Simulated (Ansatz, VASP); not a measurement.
## SnH2: VASP beside Ansatz

```
CELL_PARAMETERS angstrom
-1.93833 1.93833 2.39543
1.93833 -1.93833 2.39543
1.93833 1.93833 -2.39543
ATOMIC_POSITIONS crystal
Sn 0.00000 0.00000 0.00000
H 0.75000 0.25000 0.50000
H 0.25000 0.75000 0.50000
```

Alike in both runs: functional PBEsol; k mesh 8 × 8 × 8; occupations gaussian, width 0.1 eV; no spin polarisation.

Ansatz relaxed the structure, and its values are those at the end. VASP's run is a single point on that final structure, the one shown.

|  | VASP | Ansatz |
| --- | --- | --- |
| version | VASP 6.6.1 | Ansatz 0.2.0 |
| potentials or method | VASP PAW PBE potentials, release 64 (Sn_d, H), cutoff 520 eV | scalar-relativistic, plane waves, PAW |
| valence electrons in the cell | 16 | 16 |

VASP gave:

```
gap on the k mesh at the Fermi level (eV) : none
pressure (GPa)                            : -0.2
```

Q: Which values does Ansatz return?

A: gap on the k mesh at the Fermi level (eV): none; pressure (GPa): -0.1.

VASP's potentials were made for PBE, not for PBEsol. A gap of «none» marks a metal or a gap that the smearing closes.
